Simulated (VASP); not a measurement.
Here is a VASP 6.6.1 calculation.

INCAR

```
SYSTEM = BP
  PREC = Accurate
  ENCUT = 520
  EDIFF = 1E-6
  ISMEAR = -1
  SIGMA = 0.05
  LREAL = .FALSE.
  LASPH = .TRUE.
  NELM = 80
  ALGO = Normal
  ISIF = 2
  LWAVE = .FALSE.
  LCHARG = .FALSE.
  GGA = B5
  ALDAX = 1.0
  AGGAX = 1.0
  AGGAC = 1.0
  ALDAC = 0.0
  NBANDS = 11
```

The input KPOINTS:

```
regular mesh
0
G
  10 10 10
  0 0 0
```

Contents of POSCAR:

```
BP
1.0
    0.0000000000      2.2975822648      2.2975822648
    2.2975822648      0.0000000000      2.2975822648
    2.2975822648      2.2975822648      0.0000000000
P B
1 1
Direct
    0.7500000000      0.7500000000      0.7500000000
    0.0000000000      0.0000000000      0.0000000000
```

Potentials or basis: VASP PAW PBE potentials, release 64 (P, B).

Launch:

```console
$ cat potpaw_PBE.64/P/POTCAR potpaw_PBE.64/B/POTCAR > POTCAR
$ mpirun -np 1 vasp_std > vasp.out
```

Task: Predict the band gap on the k mesh.

Result: 1.58 eV, indirect (least direct gap 3.52 eV).

Task: Predict the pressure.

Result: -0.1 GPa.

Caveat: the PAW data sets were made with another functional, which shifts forces and pressure a little. A k mesh can miss the band edges.
